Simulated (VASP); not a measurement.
Wanted: the native input for a VASP 6.6.1 run.

```
Task                   : single point
Functional             : PBEsol
Potentials or basis    : VASP PAW PBE potentials, release 64 (Mn_pv, S)
Cutoff                 : 520 eV
k mesh                 : 14 × 14 × 14
Occupations            : gaussian, width 0.1 eV
Spin                   : collinear spin, ferromagnetic start
Starting moments       : [4.29, 0.0] μB
Dipole correction      : no
Further INCAR settings : ALGO = Normal; EDIFF = 1e-06; NBANDS = 20
```

The structure of MnS lies in POSCAR:

```
MnS
1.0
    0.0000000000      2.6761619597      2.6761619597
    2.6761619597      0.0000000000      2.6761619597
    2.6761619597      2.6761619597      0.0000000000
Mn S
1 1
Direct
    0.0000000000      0.0000000000      0.0000000000
    0.2500000000      0.2500000000      0.2500000000
```

One way to write it, as run:

INCAR

```
SYSTEM = MnS
PREC = Accurate
ENCUT = 520
EDIFF = 1E-6
ISMEAR = 0
SIGMA = 0.1
LREAL = .False.
LASPH = .True.
NELM = 150
ALGO = Normal
ISIF = 2
LWAVE = .False.
LCHARG = .False.
ISPIN = 2
MAGMOM = 4.29 0
LORBIT = 11
LMAXMIX = 4
GGA = PS
NBANDS = 20
```

KPOINTS

```
regular mesh
0
Gamma
  14 14 14
  0 0 0
```

Potentials or basis: VASP PAW PBE potentials, release 64 (Mn_pv, S).

Command:

```bash
$ cat potpaw_PBE.64/Mn_pv/POTCAR potpaw_PBE.64/S/POTCAR > POTCAR
$ mpirun -np 1 vasp_std > vasp.out
```

It gave:

The pressure is 2.1 GPa, the net moment is 4.31 μB per cell and the site moments are Mn +3.88; S +0.03 μB. The valence electrons inside the program's atomic spheres are Mn 11.54; S 3.75.

Caveat: the PAW data sets were made with another functional, which shifts forces and pressure a little; a cell with one magnetic atom can't hold antiferromagnetic order, which such compounds often take.

Run time: 67 s on 1 thread of AMD EPYC 9R45 96-Core Processor (Zen 5), with other jobs on the host, peak memory 0.22 GiB.
